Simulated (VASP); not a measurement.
# Si2Mo (I4/mmm) in VASP: further runs, part 3 of 3

VASP 6.6.1.

## (5) Single point, LDA (13.95 Å³/atom)

This run uses another cell than the first one, of 13.95 Å³/atom.

INCAR reads:

```
SYSTEM = Si2Mo
PREC = Accurate
ENCUT = 520
EDIFF = 1E-6
ISMEAR = -1
SIGMA = 0.05
LREAL = .FALSE.
LASPH = .TRUE.
NELM = 60
ALGO = Normal
ISIF = 2
LWAVE = .FALSE.
LCHARG = .FALSE.
NBANDS = 18
```

KPOINTS reads:

```
regular mesh
0
G
  12 12 12
  0 0 0
```

POSCAR reads:

```
Si2Mo
1.0
   -1.6210550461      1.6210550461      3.9822230367
    1.6210550461     -1.6210550461      3.9822230367
    1.6210550461      1.6210550461     -3.9822230367
Mo Si
1 2
Direct
    0.0000000000      0.0000000000      0.0000000000
    0.6670000000      0.6670000000      0.0000000000
    0.3330000000      0.3330000000      0.0000000000
```

Potentials or basis: VASP PAW LDA potentials, release 64 (Mo_sv, Si).

The run is started by

```sh
$ cat potpaw_LDA.64/Mo_sv/POTCAR potpaw_LDA.64/Si/POTCAR > POTCAR
$ mpirun -np 1 vasp_std > vasp.out
```

OUTCAR:

```text
SYSTEM = Si2Mo
   PREC = Accurate
   ENCUT = 520
   EDIFF = 1E-6
   ISMEAR = -1
   LREAL = .FALSE.
   LASPH = .TRUE.
   NELM = 60
   ISIF = 2

 ion  position               nearest neighbor table
   1  0.000  0.000  0.000-   2 2.65   2 2.65   2 2.65   3 2.65   2 2.65   3 2.65   3 2.65   3 2.65
                             2 2.65   3 2.65
   2  0.667  0.667  0.000-   3 2.65   3 2.65   3 2.65   3 2.65   1 2.65   1 2.65   1 2.65   1 2.65
                             1 2.65   3 2.66
   3  0.333  0.333  0.000-   2 2.65   2 2.65   2 2.65   2 2.65   1 2.65   1 2.65   1 2.65   1 2.65
                             1 2.65   2 2.66

  LATTYP: Found a body centered tetragonal cell.
 ALAT       =     3.2421100922
 C/A-ratio  =     2.4565625000

  Lattice vectors:

 A1 = (  -1.6210550461,   1.6210550461,   3.9822230367)
 A2 = (   1.6210550461,  -1.6210550461,   3.9822230367)
 A3 = (   1.6210550461,   1.6210550461,  -3.9822230367)

Analysis of symmetry for initial positions (statically):
=====================================================================
 Subroutine PRICEL returns:
 Original cell was already a primitive cell.

 Routine SETGRP: Setting up the symmetry group for a
 body centered tetragonal supercell.

 Subroutine GETGRP returns: Found 16 space group operations
 (whereof 16 operations were pure point group operations)
 out of a pool of 16 trial point group operations.

The static configuration has the point symmetry D_4h.

Analysis of symmetry for dynamics (positions and initial velocities):
=====================================================================
 Subroutine PRICEL returns:
 Original cell was already a primitive cell.

 Routine SETGRP: Setting up the symmetry group for a
 body centered tetragonal supercell.

 Subroutine GETGRP returns: Found 16 space group operations
 (whereof 16 operations were pure point group operations)
 out of a pool of 16 trial point group operations.

The dynamic configuration has the point symmetry D_4h.

 Subroutine INISYM returns: Found 16 space group operations
 (whereof 16 operations are pure point group operations),
 and found     1 'primitive' translations

----------------------------------------------------------------------------------------

                                     Primitive cell

  volume of cell :      41.8583

  direct lattice vectors                    reciprocal lattice vectors
    -1.621055046  1.621055046  3.982223037     0.000000000  0.308441099  0.125558010
     1.621055046 -1.621055046  3.982223037     0.308441099  0.000000000  0.125558010
     1.621055046  1.621055046 -3.982223037     0.308441099  0.308441099  0.000000000

  length of vectors
     4.594968905  4.594968905  4.594968905     0.333017605  0.333017605  0.436201585

  position of ions in fractional coordinates (direct lattice)
     0.000000000  0.000000000  0.000000000
     0.667000000  0.667000000  0.000000000
     0.333000000  0.333000000  0.000000000

  ion indices of the primitive-cell ions
   primitive index   ion index
                 1           1
                 2           2
                 3           3

----------------------------------------------------------------------------------------

 KPOINTS: regular mesh

Automatic generation of k-mesh.
 Grid dimensions read from file:
 generate k-points for:   12   12   12

 Generating k-lattice:

  Cartesian coordinates                     Fractional coordinates (reciprocal lattice)
     0.000000000  0.025703425  0.010463168     0.083333333  0.000000000  0.000000000
     0.025703425  0.000000000  0.010463168     0.000000000  0.083333333  0.000000000
     0.025703425  0.025703425  0.000000000     0.000000000  0.000000000  0.083333333

  Length of vectors
     0.027751467  0.027751467  0.036350132

  Shift w.r.t. Gamma in fractional coordinates (k-lattice)
     0.000000000  0.000000000  0.000000000

 Subroutine IBZKPT returns following result:
 ===========================================

 Found    163 irreducible k-points:

 Following reciprocal coordinates:
            Coordinates               Weight
  0.000000  0.000000  0.000000      1.000000
  0.083333  0.000000  0.000000      8.000000
  0.166667  0.000000  0.000000      8.000000
  0.250000  0.000000 -0.000000      8.000000
  0.333333  0.000000  0.000000      8.000000
  0.416667  0.000000 -0.000000      8.000000
[... 16 lines left out ...]
  0.500000  0.166667  0.000000     16.000000
 -0.416667  0.166667  0.000000     16.000000
 [... further k-points ...]
   k-points           NKPTS =    163   k-points in BZ     NKDIM =    163   number of bands    NBANDS=     18
   number of dos      NEDOS =    301   number of ions     NIONS =      3
   total plane-waves  NPLWV =  46656
   dimension x,y,z NGX =    36 NGY =   36 NGZ =   36
   dimension x,y,z NGXF=    72 NGYF=   72 NGZF=   72
   ions per type =               1   2
   NGX,Y,Z   is equivalent  to a cutoff of  13.02, 13.02, 13.02 a.u.
   NGXF,Y,Z  is equivalent  to a cutoff of  26.05, 26.05, 26.05 a.u.
 SYSTEM =  Si2Mo
   PREC   = accura    normal or accurate (medium, high low for compatibility)
   ISTART =      0    job   : 0-new  1-cont  2-samecut
   ICHARG =      2    charge: 1-file 2-atom 10-const
   ISPIN  =      1    spin polarized calculation?
   LNONCOLLINEAR =      F non collinear calculations
   LSORBIT =      F    spin-orbit coupling
   LASPH  =      T    aspherical Exc in radial PAW
   ENCUT  =  520.0 eV  38.22 Ry    6.18 a.u.   8.54  8.54  8.54*2*pi/ulx,y,z
   NELM   =     60;   NELMIN=  2; NELMDL= -5     # of ELM steps
   EDIFF  = 0.1E-05   stopping-criterion for ELM
   LREAL  =      F    real-space projection
   EDIFFG = 0.1E-04   stopping-criterion for IOM
   NSW    =      0    number of steps for IOM
   IBRION =     -1    ionic relax: 0-MD 1-quasi-New 2-CG
   NFREE  =      0    steps in history (QN), initial steepest desc. (CG)
   ISIF   =      2    stress and relaxation
   ISYM   =      2    0-nonsym 1-usesym 2-fastsym
   POTIM  = 0.5000    time-step for ionic-motion
   TEBEG  =    0.0;   TEEND  =   0.0 temperature during run
   PSTRESS=    0.0 pullay stress
   NELECT =      22.0000    total number of electrons
   NUPDOWN=      -1.0000    fix difference up-down
   EMIN   =  10.00;   EMAX   =-10.00  energy-range for DOS
   EFERMI =   0.00;   METHOD = LEGACY
   ISMEAR =    -1;   SIGMA  =   0.05  broadening in eV -4-tet -1-fermi 0-gaus
   EFERMI_NEDOS =   21; number of points for ismear=-14 and -15
   IALGO  =     38    algorithm
   IMIX   =      4    mixing-type and parameters
     AMIX     =   0.40;   BMIX     =  1.00
     AMIX_MAG =   1.60;   BMIX_MAG =  1.00
  volume/ion in A,a.u.               =      13.95        94.16
  Fermi-wavevector in a.u.,A,eV,Ry     =   1.321160  2.496630 23.748470  1.745463
  Thomas-Fermi vector in A             =   2.450934
   LORBIT       =      0    0 simple, 1 ext, 2 COOP (PROOUT), +10 PAW based schemes
   GGA     = CA    functional components
   LHFCALC =     F    Hartree Fock is set to
   AEXX    =    0.0000 exact exchange contribution
   IVDW    =     0    specifies the selected vdW correction
   LEPSILON=     F    determine dielectric tensor
   LRPA    =     F    only Hartree local field effects (RPA)
 non-spin polarized calculation
  energy-cutoff  :      520.00
  volume of cell :       41.86
 maximum number of plane-waves:      1149
 NGX is ok and might be reduce to    36
   NGX = 17   NGY = 17   NGZ = 17

 number of electron      22.0000000 magnetization

 Free energy of the ion-electron system (eV)
  ---------------------------------------------------
  ext. energy  EPLUGINS =         0.00000000
  ---------------------------------------------------
  free energy    TOTEN  =       -25.70309110 eV

  energy without entropy =      -25.70064045  energy(sigma->0) =      -25.70186577

 E-fermi :  11.6177     XC(G=0): -12.3684

 val. band max:       11.5519362154   @ k =  -0.3333  -0.4167   0.3333
 cond. band min:      11.6675003208   @ k =   0.0833   0.0000   0.0000
 fundamental gap:      0.1155641054
 Fermi energy:        11.6177390626

 k-point     1 :       0.0000    0.0000    0.0000
  band No.  band energies     occupation
      1     -48.8209      2.00000
      2     -23.1520      2.00000
      3     -23.0653      2.00000
      4     -23.0653      2.00000
      5      -1.4826      2.00000
      6       5.5412      2.00000
[... 481 lines left out ...]
      5       1.3589      2.00000
      6       3.8218      2.00000
[... 10 lines left out ...]
     17      18.6872      0.00000
     18      19.4544      0.00000

 [... further k-points ...]

------------------------ aborting loop because EDIFF is reached ----------------------------------------

  FORCE on cell =-STRESS in cart. coord.  units (eV):
  Direction    XX          YY          ZZ          XY          YZ          ZX
  --------------------------------------------------------------------------------------
  -------------------------------------------------------------------------------------
  Total       -3.1199090     -3.1199090     -3.8284520      0.0000000     -0.0000000      0.0000000
  in kB     -119.4184466   -119.4184466   -146.5388193      0.0000000     -0.0000000      0.0000000
  external PRESSURE =    -128.4585708 kB  Pullay stress =       0.0000000 kB

 VOLUME and BASIS-vectors are now :
 -----------------------------------------------------------------------------
  energy-cutoff  :      520.00
  volume of cell :       41.86
      direct lattice vectors                 reciprocal lattice vectors
    -1.621055046  1.621055046  3.982223037     0.000000000  0.308441099  0.125558010
     1.621055046 -1.621055046  3.982223037     0.308441099  0.000000000  0.125558010
     1.621055046  1.621055046 -3.982223037     0.308441099  0.308441099  0.000000000

 POSITION                                       TOTAL-FORCE (eV/Angst)
 -----------------------------------------------------------------------------------
      0.00000      0.00000      0.00000        -0.000000     -0.000000      0.000000
      0.00000      0.00000      5.31229        -0.000000     -0.000000     -0.421859
      0.00000      0.00000      2.65216         0.000000      0.000000      0.421859
 -----------------------------------------------------------------------------------
    total drift:                                0.000000      0.000000     -0.000000

  FREE ENERGIE OF THE ION-ELECTRON SYSTEM (eV)
  ---------------------------------------------------
  free  energy   TOTEN  =       -25.7030910954 eV

  energy  without entropy=      -25.7006404528  energy(sigma->0) =      -25.70186577
```

OSZICAR:

```text
N       E                     dE             d eps       ncg     rms          rms(c)
DAV:   1     0.125272762110E+03    0.12527E+03   -0.11067E+04  5868   0.116E+03
DAV:   2    -0.231762368916E+02   -0.14845E+03   -0.14536E+03  6590   0.304E+02
DAV:   3    -0.266589406232E+02   -0.34827E+01   -0.34448E+01  7430   0.422E+01
DAV:   4    -0.266816770622E+02   -0.22736E-01   -0.22597E-01  6738   0.357E+00
DAV:   5    -0.266818506513E+02   -0.17359E-03   -0.17358E-03  6962   0.337E-01    0.200E+01
DAV:   6    -0.259083750102E+02    0.77348E+00   -0.63488E+00  6386   0.169E+01    0.399E+00
DAV:   7    -0.257471735804E+02    0.16120E+00   -0.10570E+00  6290   0.670E+00    0.415E+00
DAV:   8    -0.257041927600E+02    0.42981E-01   -0.11663E-01  6414   0.250E+00    0.381E-01
DAV:   9    -0.257032392256E+02    0.95353E-03   -0.20626E-03  6940   0.372E-01    0.221E-01
DAV:  10    -0.257031024090E+02    0.13682E-03   -0.47957E-04  6562   0.187E-01    0.517E-02
DAV:  11    -0.257030925996E+02    0.98094E-05   -0.10254E-04  6572   0.764E-02    0.234E-02
DAV:  12    -0.257030911681E+02    0.14315E-05   -0.89426E-06  6514   0.196E-02    0.563E-03
DAV:  13    -0.257030910954E+02    0.72682E-07   -0.43749E-07  3314   0.573E-03
   1 F= -.25703091E+02 E0= -.25701866E+02  d E =-.245064E-02
```

Wall time 74 s (1 thread of Intel Xeon 6975P-C (Granite Rapids), shared host); peak memory 0.25 GiB.

What came out:

```yaml
Free_energy: -25.7031 eV
Pressure: -12.8 GPa
Largest_force: 0.422 eV/Å
Band_gap_on_the_k_mesh: zero (bands 11 and 12 overlap by 1.00 eV)
```

Forces in eV/Å, atoms in the order of the input:
```
Mo   0.000  0.000  0.000
Si   0.000  0.000 -0.422
Si   0.000  0.000  0.422
```

Levels at points of the mesh, in eV from the Fermi level:
```
           k point  band 7  band 8  band 9  band 10  band 11  band 12  band 13  band 14  band 15  band 16
(0.00, 0.00, 0.00)   -3.51   -2.87   -2.55    -2.55     0.39     2.80     3.32     3.52     3.52     3.85
(0.50, 0.00, 0.00)   -4.75   -4.31   -2.50    -2.39    -0.47     2.09     2.93     3.68     4.12     5.44
(0.50, 0.50, 0.00)   -5.47   -5.29   -4.33    -2.90    -1.08     2.14     2.50     2.84     3.13     4.82
(0.50, 0.50, 0.50)   -3.31   -2.19   -0.56    -0.56    -0.52    -0.52     0.52     4.40     4.59     5.92
```

Caveat: the cell stands under tension.

## (6) Summary

```tsv
cell	gap on the mesh (eV)	pressure (GPa)	largest force (eV/Å)
a = 4.443 Å, angles 138.7, 138.7, 59.9°, 3 atoms	none	9.0	0.27
a = 4.505 Å, angles 138.7, 138.7, 59.9°, 3 atoms	none	-1.2	0.33
a = 4.565 Å, angles 138.7, 138.7, 59.9°, 3 atoms	none	-9.4	0.39
a = 4.595 Å, angles 138.7, 138.7, 59.9°, 3 atoms	none	-12.8	0.42
```

Alike in all rows: task single point; level LDA; potentials or basis VASP PAW LDA potentials, release 64 (Mo_sv, Si); no spin polarisation; k mesh 12 × 12 × 12; cutoff (eV) 520; smearing fermi-dirac 0.05 eV.

Caveats: the cell stands under tension (at least some runs); the cell stands under pressure (at least some runs).

Absolute energies hang on the potentials; compare differences alone.
